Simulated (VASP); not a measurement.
Here is a VASP 6.6.1 calculation.

The input POSCAR:

```
C
1.0
   -2.4291088834      2.4291088834      2.4291088834
    2.4291088834     -2.4291088834      2.4291088834
    2.4291088834      2.4291088834     -2.4291088834
C
8
Direct
    0.3245394216     -0.0096800144      0.0077469539
    0.6754605784      0.6657805640      0.6832075323
    0.0000000000      0.3332021171      0.0077469539
    0.0000000000     -0.0096800144      0.3176066320
    0.0000000000      0.6667978829     -0.0077469539
    0.3245394216      0.3342194360      0.3167924677
    0.6754605784      0.0096800144     -0.0077469539
    0.0000000000      0.0096800144      0.6823933680
```

File INCAR.step1:

```
SYSTEM = C
PREC = Accurate
ENCUT = 520
ISMEAR = 0
SIGMA = 0.05
LREAL = .False.
LASPH = .True.
NELM = 60
NBANDS = 26
GGA = PE
ALGO = Normal
EDIFF = 1E-4
LWAVE = .True.
LCHARG = .False.
```

File INCAR.step2:

```
SYSTEM = C
PREC = Accurate
ENCUT = 520
EDIFF = 1E-6
ISMEAR = 0
SIGMA = 0.05
LREAL = .False.
LASPH = .True.
NELM = 60
ALGO = Normal
ISIF = 2
LWAVE = .False.
LCHARG = .False.
METAGGA = R2SCAN
LMIXTAU = .True.
NBANDS = 26
ISTART = 1
```

File KPOINTS:

```
Automatic mesh
0
Gamma
  8 8 8
  0 0 0
```

Potentials or basis: VASP PAW PBE potentials, release 64 (C).

Run with:

```console
$ cat potpaw_PBE.64/C/POTCAR > POTCAR
$ cp INCAR.step1 INCAR
$ mpirun -np 1 vasp_std > vasp.out
$ cp INCAR.step2 INCAR
$ mpirun -np 1 vasp_std > vasp.out
```

Q: Estimate the pressure.

A: 1.6 GPa.

Q: Estimate the largest force.

A: 2.654 eV/Å.

Q: Predict the band gap on the k mesh.

A: 2.08 eV (least direct gap 3.22 eV).

Stress tensor (GPa, compression positive):
```
 0.64 -0.36  0.36
-0.36  2.05  0.36
 0.36  0.36  2.05
```

Caveat: the cell differs from its parent crystal (atoms displaced along a vibrational mode); the PAW data sets were made with another functional, which shifts forces and pressure a little. A k mesh can miss the band edges.
